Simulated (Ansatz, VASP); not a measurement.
Two plane-wave programs on Pb

```
CELL_PARAMETERS angstrom
0.00000 2.27222 2.27222
2.27222 0.00000 2.27222
2.27222 2.27222 0.00000
ATOMIC_POSITIONS crystal
Pb 0.00000 0.00000 0.00000
```

Change from the starting cell: strain -0.080 along x and y, -0.080 along z, atoms carried along.

Alike in both runs: task single point; functional LDA; k mesh 16 × 16 × 16; occupations gaussian, width 0.15 eV; no spin polarisation.

|  | VASP | Ansatz |
| --- | --- | --- |
| version | VASP 6.6.1 | Ansatz 0.2.0 |
| potentials or method | VASP PAW LDA potentials, release 64 (Pb_d), cutoff 520 eV | scalar-relativistic, plane waves, PAW |
| valence electrons in the cell | 14 | 14 |

```tsv
	VASP	Ansatz	Ansatz less VASP
gap on the k mesh at the Fermi level (eV)	none	none	-
pressure (GPa)	19.2	18.9	-0.26
```

LDA's correlation is that of Perdew and Zunger in VASP and of Perdew and Wang (1992) in Ansatz. A gap of «none» marks a metal or a gap that the smearing closes.

Spin-orbit coupling is off throughout.
